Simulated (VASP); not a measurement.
# B2Ru (Pmmn) in VASP: notebook, part 2 of 2

VASP 6.6.1.

## Step 3: Single point, LDA

This run uses another cell than the first one, of 8.61 Å³/atom.

INCAR

```
PREC = Accurate
ENCUT = 520
EDIFF = 1E-6
ISMEAR = -1
SIGMA = 0.1
LREAL = F
LASPH = T
NELM = 60
ALGO = Normal
ISIF = 2
LWAVE = F
LCHARG = T
GGA = CA
LELF = T
LVHAR = T
NBANDS = 29
```

KPOINTS

```
Automatic mesh
0
Gamma
  9 6 7
```

POSCAR

```
B2Ru
1.0
    2.8262790372      0.0000000000      0.0000000000
    0.0000000000      4.5822220341      0.0000000000
    0.0000000000      0.0000000000      3.9903311363
B Ru
4 2
Direct
    0.0000000000      0.8090000000      0.3610000000
    0.0000000000      0.1910000000      0.3610000000
    0.5000000000      0.3090000000      0.6390000000
    0.5000000000      0.6910000000      0.6390000000
    0.0000000000      0.0000000000      0.8492000000
    0.5000000000      0.5000000000      0.1508000000
```

Potentials or basis: VASP PAW LDA potentials, release 64 (B, Ru_pv).

Launch:

```sh
> cat potpaw_LDA.64/B/POTCAR potpaw_LDA.64/Ru_pv/POTCAR > POTCAR
> mpirun -np 1 vasp_std > vasp.out
```

OUTCAR:

```text
PREC = Accurate
   ENCUT = 520
   EDIFF = 1E-6
   ISMEAR = -1
   LREAL = F
   LASPH = T
   NELM = 60
   ISIF = 2
   GGA = CA

 ion  position               nearest neighbor table
   1  0.000  0.809  0.361-   2 1.75   4 1.88   4 1.88   5 2.14   6 2.17   6 2.17   5 2.22
   2  0.000  0.191  0.361-   1 1.75   3 1.88   3 1.88   5 2.14   6 2.17   6 2.17   5 2.22
   3  0.500  0.309  0.639-   4 1.75   2 1.88   2 1.88   6 2.14   5 2.17   5 2.17   6 2.22
   4  0.500  0.691  0.639-   3 1.75   1 1.88   1 1.88   6 2.14   5 2.17   5 2.17   6 2.22
   5  0.000  0.000  0.849-   1 2.14   2 2.14   3 2.17   4 2.17   3 2.17   4 2.17   1 2.22   2 2.22
                             6 2.95   6 2.95   6 2.95   6 2.95
   6  0.500  0.500  0.151-   3 2.14   4 2.14   1 2.17   2 2.17   1 2.17   2 2.17   3 2.22   4 2.22
                             5 2.95   5 2.95   5 2.95   5 2.95

  LATTYP: Found a simple orthorhombic cell.
 ALAT       =     2.8262790372
 B/A-ratio  =     1.4118673648
 C/A-ratio  =     1.6212914485

  Lattice vectors:

 A1 = (  -2.8262790372,   0.0000000000,   0.0000000000)
 A2 = (   0.0000000000,   0.0000000000,   3.9903311363)
 A3 = (   0.0000000000,   4.5822220341,   0.0000000000)

Analysis of symmetry for initial positions (statically):
=====================================================================
 Subroutine PRICEL returns:
 Original cell was already a primitive cell.

 Routine SETGRP: Setting up the symmetry group for a
 simple orthorhombic supercell.

 Subroutine GETGRP returns: Found  8 space group operations
 (whereof  4 operations were pure point group operations)
 out of a pool of  8 trial point group operations.

The static configuration has the point symmetry C_2v.
 The point group associated with its full space group is D_2h.

Analysis of symmetry for dynamics (positions and initial velocities):
=====================================================================
 Subroutine PRICEL returns:
 Original cell was already a primitive cell.

 Routine SETGRP: Setting up the symmetry group for a
 simple orthorhombic supercell.

 Subroutine GETGRP returns: Found  8 space group operations
 (whereof  4 operations were pure point group operations)
 out of a pool of  8 trial point group operations.

The dynamic configuration has the point symmetry C_2v.
 The point group associated with its full space group is D_2h.

 Subroutine INISYM returns: Found  8 space group operations
 (whereof  4 operations are pure point group operations),
 and found     1 'primitive' translations

----------------------------------------------------------------------------------------

                                     Primitive cell

  volume of cell :      51.6773

  direct lattice vectors                    reciprocal lattice vectors
     2.826279037  0.000000000  0.000000000     0.353822106  0.000000000  0.000000000
     0.000000000  4.582222034  0.000000000     0.000000000  0.218234733  0.000000000
     0.000000000  0.000000000  3.990331136     0.000000000  0.000000000  0.250605768

  length of vectors
     2.826279037  4.582222034  3.990331136     0.353822106  0.218234733  0.250605768

[... 42 lines left out ...]

 Following reciprocal coordinates:
            Coordinates               Weight
  0.000000  0.000000  0.000000      1.000000
  0.111111  0.000000  0.000000      2.000000
  0.222222  0.000000  0.000000      2.000000
  0.333333  0.000000  0.000000      2.000000
  0.444444  0.000000  0.000000      2.000000
  0.000000  0.166667  0.000000      2.000000
[... 16 lines left out ...]
  0.222222  0.000000  0.142857      4.000000
  0.333333  0.000000  0.142857      4.000000
 [... further k-points ...]
   k-points           NKPTS =     80   k-points in BZ     NKDIM =     80   number of bands    NBANDS=     29
   number of dos      NEDOS =    301   number of ions     NIONS =      6
   total plane-waves  NPLWV =  25920
   dimension x,y,z NGX =    24 NGY =   36 NGZ =   30
   dimension x,y,z NGXF=    48 NGYF=   72 NGZF=   60
   ions per type =               4   2
   NGX,Y,Z   is equivalent  to a cutoff of  14.12, 13.06, 12.50 a.u.
   NGXF,Y,Z  is equivalent  to a cutoff of  28.23, 26.12, 25.00 a.u.
 SYSTEM =  unknown system
   PREC   = accura    normal or accurate (medium, high low for compatibility)
   ISTART =      0    job   : 0-new  1-cont  2-samecut
   ICHARG =      2    charge: 1-file 2-atom 10-const
   ISPIN  =      1    spin polarized calculation?
   LNONCOLLINEAR =      F non collinear calculations
   LSORBIT =      F    spin-orbit coupling
   LASPH  =      T    aspherical Exc in radial PAW
   ENCUT  =  520.0 eV  38.22 Ry    6.18 a.u.   5.26  8.52  7.42*2*pi/ulx,y,z
   NELM   =     60;   NELMIN=  2; NELMDL= -5     # of ELM steps
   EDIFF  = 0.1E-05   stopping-criterion for ELM
   LREAL  =      F    real-space projection
   EDIFFG = 0.1E-04   stopping-criterion for IOM
   NSW    =      0    number of steps for IOM
   IBRION =     -1    ionic relax: 0-MD 1-quasi-New 2-CG
   NFREE  =      0    steps in history (QN), initial steepest desc. (CG)
   ISIF   =      2    stress and relaxation
   ISYM   =      2    0-nonsym 1-usesym 2-fastsym
   POTIM  = 0.5000    time-step for ionic-motion
   TEBEG  =    0.0;   TEEND  =   0.0 temperature during run
   PSTRESS=    0.0 pullay stress
   NELECT =      40.0000    total number of electrons
   NUPDOWN=      -1.0000    fix difference up-down
   EMIN   =  10.00;   EMAX   =-10.00  energy-range for DOS
   EFERMI =   0.00;   METHOD = LEGACY
   ISMEAR =    -1;   SIGMA  =   0.10  broadening in eV -4-tet -1-fermi 0-gaus
   EFERMI_NEDOS =   21; number of points for ismear=-14 and -15
   IALGO  =     38    algorithm
   IMIX   =      4    mixing-type and parameters
     AMIX     =   0.40;   BMIX     =  1.00
     AMIX_MAG =   1.60;   BMIX_MAG =  1.00
  volume/ion in A,a.u.               =       8.61        58.12
  Fermi-wavevector in a.u.,A,eV,Ry     =   1.503124  2.840492 30.740753  2.259382
  Thomas-Fermi vector in A             =   2.614275
   LORBIT       =      0    0 simple, 1 ext, 2 COOP (PROOUT), +10 PAW based schemes
   GGA     = CA    functional components
   LHFCALC =     F    Hartree Fock is set to
   AEXX    =    0.0000 exact exchange contribution
   IVDW    =     0    specifies the selected vdW correction
   LEPSILON=     F    determine dielectric tensor
   LRPA    =     F    only Hartree local field effects (RPA)
 non-spin polarized calculation
  energy-cutoff  :      520.00
  volume of cell :       51.68
 maximum number of plane-waves:      1415
 NGX is ok and might be reduce to    24
   NGX = 11   NGY = 17   NGZ = 15

 number of electron      40.0000002 magnetization

 Free energy of the ion-electron system (eV)
  ---------------------------------------------------
  ext. energy  EPLUGINS =         0.00000000
  ---------------------------------------------------
  free energy    TOTEN  =       -53.08942083 eV

  energy without entropy =      -53.04502637  energy(sigma->0) =      -53.06722360

 E-fermi :  11.1486     XC(G=0): -13.5099

 val. band max:       11.1227129512   @ k =   0.0000   0.0000   0.0000
 cond. band min:      11.1600887034   @ k =   0.2222   0.0000   0.0000
 fundamental gap:      0.0373757523
 Fermi energy:        11.1486197928

 k-point     1 :       0.0000    0.0000    0.0000
  band No.  band energies     occupation
      1     -32.6083      2.00000
      2     -32.5623      2.00000
      3     -32.3940      2.00000
      4     -32.1167      2.00000
      5     -32.0525      2.00000
      6     -31.9757      2.00000
[... 757 lines left out ...]
     28      18.8927      0.00000
     29      19.6616      0.00000

 [... further k-points ...]

------------------------ aborting loop because EDIFF is reached ----------------------------------------

  FORCE on cell =-STRESS in cart. coord.  units (eV):
  Direction    XX          YY          ZZ          XY          YZ          ZX
  --------------------------------------------------------------------------------------
  -------------------------------------------------------------------------------------
  Total        0.0240618      1.5951184      1.6036288      0.0000000      0.0000000      0.0000000
  in kB        0.7459988     49.4542258     49.7180787      0.0000000      0.0000000      0.0000000
  external PRESSURE =      33.3061011 kB  Pullay stress =       0.0000000 kB

 VOLUME and BASIS-vectors are now :
 -----------------------------------------------------------------------------
  energy-cutoff  :      520.00
  volume of cell :       51.68
      direct lattice vectors                 reciprocal lattice vectors
     2.826279037  0.000000000  0.000000000     0.353822106  0.000000000  0.000000000
     0.000000000  4.582222034  0.000000000     0.000000000  0.218234733  0.000000000
     0.000000000  0.000000000  3.990331136     0.000000000  0.000000000  0.250605768

 POSITION                                       TOTAL-FORCE (eV/Angst)
 -----------------------------------------------------------------------------------
      0.00000      3.70702      1.44051         0.000000     -0.472013      0.141884
      0.00000      0.87520      1.44051         0.000000      0.472013      0.141884
      1.41314      1.41591      2.54982        -0.000000     -0.472013     -0.141884
      1.41314      3.16632      2.54982        -0.000000      0.472013     -0.141884
      0.00000      0.00000      3.38859         0.000000      0.000000     -0.055645
      1.41314      2.29111      0.60174         0.000000      0.000000      0.055645
 -----------------------------------------------------------------------------------
    total drift:                                0.000000      0.000000      0.000000

  FREE ENERGIE OF THE ION-ELECTRON SYSTEM (eV)
  ---------------------------------------------------
  free  energy   TOTEN  =       -53.0894208309 eV

  energy  without entropy=      -53.0450263734  energy(sigma->0) =      -53.06722360
```

OSZICAR:

```text
N       E                     dE             d eps       ncg     rms          rms(c)
DAV:   1     0.341593060738E+03    0.34159E+03   -0.21832E+04  4640   0.142E+03
DAV:   2    -0.459025915967E+02   -0.38750E+03   -0.37581E+03  4958   0.419E+02
DAV:   3    -0.597055214523E+02   -0.13803E+02   -0.13608E+02  5681   0.783E+01
DAV:   4    -0.598725219110E+02   -0.16700E+00   -0.16672E+00  5408   0.803E+00
DAV:   5    -0.598755991355E+02   -0.30772E-02   -0.30768E-02  5794   0.106E+00    0.394E+01
DAV:   6    -0.548712495474E+02    0.50043E+01   -0.38688E+01  5081   0.495E+01    0.915E+00
DAV:   7    -0.532237541873E+02    0.16475E+01   -0.11612E+01  4980   0.266E+01    0.740E+00
DAV:   8    -0.530965079631E+02    0.12725E+00   -0.34709E-01  5289   0.422E+00    0.198E+00
DAV:   9    -0.530900663972E+02    0.64416E-02   -0.28686E-02  5705   0.976E-01    0.222E-01
DAV:  10    -0.530894577004E+02    0.60870E-03   -0.27835E-03  5546   0.368E-01    0.841E-02
DAV:  11    -0.530894208552E+02    0.36845E-04   -0.35880E-04  5460   0.142E-01    0.237E-02
DAV:  12    -0.530894211689E+02   -0.31364E-06   -0.15941E-05  6167   0.315E-02    0.110E-02
DAV:  13    -0.530894208309E+02    0.33795E-06   -0.17052E-06  3761   0.989E-03
   1 F= -.53089421E+02 E0= -.53067224E+02  d E =-.443945E-01
```

Wall time 40 s (1 thread of Intel Xeon 6975P-C (Granite Rapids), shared host); peak memory 0.21 GiB.

What came out:

| Property | Result |
| --- | --- |
| Free energy | -53.0894 eV |
| Pressure | 3.3 GPa |
| Largest force | 0.493 eV/Å |
| Band gap on the k mesh | zero (bands 20 and 21 overlap by 1.49 eV) |

Forces on the atoms (eV/Å):
```
B    0.000 -0.472  0.142
B    0.000  0.472  0.142
B    0.000 -0.472 -0.142
B    0.000  0.472 -0.142
Ru   0.000  0.000 -0.056
Ru   0.000  0.000  0.056
```

Caveat: the cell stands under pressure.

## Step 4: Single point, LDA

This run uses another cell than the first one, of 8.79 Å³/atom.

INCAR

```
SYSTEM = B2Ru
ALGO = Normal ; EDIFF = 1E-6
ENCUT = 520 ; ISIF = 2
ISMEAR = -1 ; LASPH = .TRUE.
LCHARG = .TRUE. ; LELF = .TRUE.
LREAL = .FALSE. ; LVHAR = .TRUE.
LWAVE = .FALSE. ; NBANDS = 29
NELM = 80 ; PREC = Accurate
SIGMA = 0.1
```

KPOINTS

```
k-points
0
G
  9 6 7
  0 0 0
```

POSCAR, as its differences from that of step 3:

```diff
@@ -2,5 +2,5 @@
 1.0
-    2.8262790372      0.0000000000      0.0000000000
-    0.0000000000      4.5822220341      0.0000000000
-    0.0000000000      0.0000000000      3.9903311363
+    2.8457712327      0.0000000000      0.0000000000
+    0.0000000000      4.6138245640      0.0000000000
+    0.0000000000      0.0000000000      4.0178515310
 B Ru
```

Launch:

```sh
> cat potpaw_LDA.64/B/POTCAR potpaw_LDA.64/Ru_pv/POTCAR > POTCAR
> mpirun -np 1 vasp_std > vasp.out
```

It took 40 s on 1 thread of Intel Xeon 6975P-C (Granite Rapids), shared host; peak memory 0.22 GiB.

It converged, with:

```yaml
Free_energy: -53.0891 eV
Pressure: -3.5 GPa
Largest_force: 0.475 eV/Å
Band_gap_on_the_k_mesh: zero (bands 20 and 21 overlap by 1.43 eV)
```

Forces on the atoms (eV/Å):
```
B    0.000 -0.454  0.141
B    0.000  0.454  0.141
B    0.000 -0.454 -0.141
B    0.000  0.454 -0.141
Ru   0.000  0.000 -0.222
Ru   0.000  0.000  0.222
```

Stress tensor (GPa, compression positive):
```
-5.59  0.00  0.00
 0.00 -1.93  0.00
 0.00  0.00 -3.11
```

Levels at points of the mesh, in eV from the Fermi level:
| k point | band 17 | band 18 | band 19 | band 20 | band 21 | band 22 | band 23 | band 24 |
| --- | --- | --- | --- | --- | --- | --- | --- | --- |
| (0.00, 0.00, 0.00) | -3.06 | -2.24 | -1.76 | -1.11 | -0.01 | 1.86 | 3.93 | 4.42 |
| (0.00, 0.50, 0.00) | -2.94 | -2.94 | -2.20 | -2.20 | 2.26 | 2.26 | 2.61 | 2.61 |

Caveat: the cell stands under tension.

## Step 5: Single point, LDA

This run uses another cell than the first one, of 8.97 Å³/atom.

INCAR

```
PREC = Accurate
ENCUT = 520
EDIFF = 1E-6
ISMEAR = -1
SIGMA = 0.1
LREAL = F
LASPH = T
NELM = 60
ALGO = Normal
ISIF = 2
LWAVE = F
LCHARG = T
GGA = CA
LELF = T
LVHAR = T
NBANDS = 29
```

KPOINTS

```
regular mesh
0
Gamma
  9 6 7
```

POSCAR, as its differences from that of step 4:

```diff
@@ -2,5 +2,5 @@
 1.0
-    2.8457712327      0.0000000000      0.0000000000
-    0.0000000000      4.6138245640      0.0000000000
-    0.0000000000      0.0000000000      4.0178515310
+    2.8650000000      0.0000000000      0.0000000000
+    0.0000000000      4.6450000000      0.0000000000
+    0.0000000000      0.0000000000      4.0450000000
 B Ru
```

Launch:

```sh
> cat potpaw_LDA.64/B/POTCAR potpaw_LDA.64/Ru_pv/POTCAR > POTCAR
> mpirun -np 1 vasp_std > vasp.out
```

Wall time 39 s (1 thread of Intel Xeon 6975P-C (Granite Rapids), shared host); peak memory 0.22 GiB.

Results (log left out):

* Free energy: -53.0448 eV
* Pressure: -9.7 GPa
* Largest force: 0.457 eV/Å
* Band gap on the k mesh: zero (bands 20 and 21 overlap by 1.38 eV)

Forces on the atoms (eV/Å):
```
B    0.000 -0.435  0.141
B    0.000  0.435  0.141
B    0.000 -0.435 -0.141
B    0.000  0.435 -0.141
Ru   0.000  0.000 -0.377
Ru   0.000  0.000  0.377
```

Stress tensor (GPa, compression positive):
```
-10.68   0.00   0.00
  0.00  -8.12   0.00
  0.00   0.00 -10.38
```

Levels at points of the mesh, in eV from the Fermi level:
| k point | band 17 | band 18 | band 19 | band 20 | band 21 | band 22 | band 23 | band 24 |
| --- | --- | --- | --- | --- | --- | --- | --- | --- |
| (0.00, 0.00, 0.00) | -3.00 | -2.19 | -1.72 | -1.09 | 0.01 | 1.80 | 3.84 | 4.36 |
| (0.00, 0.50, 0.00) | -2.89 | -2.89 | -2.14 | -2.14 | 2.21 | 2.21 | 2.57 | 2.57 |

Caveat: the cell stands under tension.

## Step 6: Single point, LDA

This run uses another cell than the first one, of 9.15 Å³/atom.

INCAR

```
SYSTEM = B2Ru
ALGO = Normal
EDIFF = 1E-6
ENCUT = 520
ISIF = 2
ISMEAR = -1
LASPH = .TRUE.
LCHARG = .FALSE.
LREAL = .FALSE.
LWAVE = .FALSE.
NBANDS = 29
NELM = 60
PREC = Accurate
SIGMA = 0.1
```

KPOINTS

```
k-points
0
G
  9 6 7
  0 0 0
```

POSCAR, as its differences from that of step 5:

```diff
@@ -2,5 +2,5 @@
 1.0
-    2.8650000000      0.0000000000      0.0000000000
-    0.0000000000      4.6450000000      0.0000000000
-    0.0000000000      0.0000000000      4.0450000000
+    2.8839740629      0.0000000000      0.0000000000
+    0.0000000000      4.6757624859      0.0000000000
+    0.0000000000      0.0000000000      4.0717888602
 B Ru
```

Potentials or basis: VASP PAW LDA potentials, release 64 (B, Ru_pv).

Launch:

```sh
> cat potpaw_LDA.64/B/POTCAR potpaw_LDA.64/Ru_pv/POTCAR > POTCAR
> mpirun -np 1 vasp_std > vasp.out
```

Wall time 38 s (1 thread of Intel Xeon 6975P-C (Granite Rapids), shared host); peak memory 0.22 GiB.

The run converged. Its results:

```
Free energy            : -52.9612 eV
Pressure               : -15.3 GPa
Largest force          : 0.521 eV/Å
Band gap on the k mesh : zero (bands 20 and 21 overlap by 1.33 eV)
```

Forces in eV/Å, atoms in the order of the input:
```
B    0.000 -0.417  0.142
B    0.000  0.417  0.142
B    0.000 -0.417 -0.142
B    0.000  0.417 -0.142
Ru   0.000  0.000 -0.521
Ru   0.000  0.000  0.521
```

Stress tensor (GPa, compression positive):
```
-15.23   0.00   0.00
  0.00 -13.69   0.00
  0.00   0.00 -16.92
```

Levels at points of the mesh, in eV from the Fermi level:
```csv
k point,band 17,band 18,band 19,band 20,band 21,band 22,band 23,band 24
"(0.00, 0.00, 0.00)",-2.94,-2.13,-1.68,-1.06,0.02,1.74,3.75,4.27
"(0.00, 0.50, 0.00)",-2.84,-2.84,-2.09,-2.09,2.16,2.16,2.53,2.53
```

Caveat: the cell stands under tension.

## Step 7: Overview

| cell | gap on the mesh (eV) | pressure (GPa) | largest force (eV/Å) |
| --- | --- | --- | --- |
| a = 2.807, b = 4.550, c = 3.962 Å, 6 atoms | none | 11.0 | 0.51 |
| a = 2.826, b = 4.582, c = 3.990 Å, 6 atoms | none | 3.3 | 0.49 |
| a = 2.846, b = 4.614, c = 4.018 Å, 6 atoms | none | -3.5 | 0.48 |
| a = 2.865, b = 4.645, c = 4.045 Å, 6 atoms | none | -9.7 | 0.46 |
| a = 2.884, b = 4.676, c = 4.072 Å, 6 atoms | none | -15.3 | 0.52 |

Alike in all rows: task single point; level LDA; potentials or basis VASP PAW LDA potentials, release 64 (B, Ru_pv); no spin polarisation; k mesh 9 × 6 × 7; cutoff (eV) 520; smearing fermi-dirac 0.1 eV.

Caveats: the cell stands under tension (at least some runs); the stress differs along the axes, from 6 to 14 GPa (at least some runs); the cell stands under pressure (at least some runs).

Absolute energies hang on the potentials; compare differences alone.

The gap in the log of VASP goes by the Fermi energy; the results here count the filled bands.